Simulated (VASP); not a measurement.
Set up this calculation in VASP 6.6.1, as the native input.

- Task: single point
- Functional: PBE
- Potentials or basis: VASP PAW PBE potentials, release 64 (Fe, O)
- Cutoff: 520 eV
- k mesh: 11 × 11 × 11
- Occupations: fermi-dirac, width 0.05 eV
- Spin: collinear spin, ferromagnetic start
- Starting moments: [3.0, 0.0] μB
- Dipole correction: no
- Further INCAR settings: ALGO = Normal; EDIFF = 1e-06; NBANDS = 18

The structure of FeO (Wuestite) lies in POSCAR:

```
FeO
1.0
    1.5086271663      0.8710063006      2.5026668604
   -1.5086271663      0.8710063006      2.5026668604
    0.0000000000     -1.7420126011      2.5026668604
Fe O
1 1
Direct
    0.0000000000      0.0000000000      0.0000000000
    0.5000000000      0.5000000000      0.5000000000
```

One way to write it, as run:

INCAR

```
  PREC = Accurate
  ENCUT = 520
  EDIFF = 1E-6
  ISMEAR = -1
  SIGMA = 0.05
  LREAL = F
  LASPH = T
  NELM = 150
  ALGO = Normal
  ISIF = 2
  LWAVE = F
  LCHARG = F
  ISPIN = 2
  MAGMOM = 3 0
  LORBIT = 11
  LMAXMIX = 4
  GGA = PE
  NBANDS = 18
```

KPOINTS

```
Automatic mesh
0
Gamma
  11 11 11
```

Potentials or basis: VASP PAW PBE potentials, release 64 (Fe, O).

Command:

```bash
$ cat potpaw_PBE.64/Fe/POTCAR potpaw_PBE.64/O/POTCAR > POTCAR
$ mpirun -np 1 vasp_std > vasp.out
```

It gave:

```json
{
  "Pressure": "2.7 GPa",
  "Band gap on the k mesh": "zero (filled and empty bands overlap)",
  "Net moment": "4.00 μB per cell",
  "Site moments": "Fe +3.62; O +0.30 μB",
  "Valence electrons inside the program's atomic spheres": "Fe 6.76; O 5.00"
}
```

Caveat: a cell with one magnetic atom can't hold antiferromagnetic order, which such compounds often take; semilocal functionals often make such compounds metallic where correlation or magnetic order opens a gap, which also shifts bond lengths.

Run time: 73 s on 1 thread of Intel(R) Xeon(R) Platinum 8259CL CPU @ 2.50GHz (Skylake/Cascade Lake), on a shared host, peak memory 0.21 GiB.
